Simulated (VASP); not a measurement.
A run of VASP 6.6.1 is set up as follows.

Contents of INCAR:

```
ALGO     = Normal         # electronic algorithm
EDIFF    = 1E-7           # SCF threshold, eV
ENCUT    = 520            # plane-wave cutoff, eV
ISIF     = 2              # what is computed and relaxed
ISMEAR   = -1             # smearing method
LASPH    = True           # aspherical terms in the spheres
LCHARG   = False          # write CHGCAR
LREAL    = False          # projectors in reciprocal space
LWAVE    = False          # write WAVECAR
NBANDS   = 13             # bands
NELM     = 80             # most SCF steps
PREC     = Accurate       # precision mode
SIGMA    = 0.05           # smearing width, eV
```

The input KPOINTS:

```
k-points
0
Gamma
  13 13 13
```

The input POSCAR:

```
S
1.0
    0.0000000000      2.6685654512      2.6685654512
    2.6685654512      0.0000000000      2.6685654512
    2.6685654512      2.6685654512      0.0000000000
S
2
Direct
   -0.1250000000     -0.1250000000     -0.1250000000
    0.1250000000      0.1250000000      0.1250000000
```

Potentials or basis: VASP PAW LDA potentials, release 64 (S).

The run is started by

```sh
$ cat potpaw_LDA.64/S/POTCAR > POTCAR
$ mpirun -np 1 vasp_std > vasp.out
```

(1) Predict the band gap on the k mesh.

(2) Predict the pressure.

Results:

(1) zero (band 6 reaches 6.82 eV, above the bottom of band 7 at 4.68 eV).

(2) 10.9 GPa.
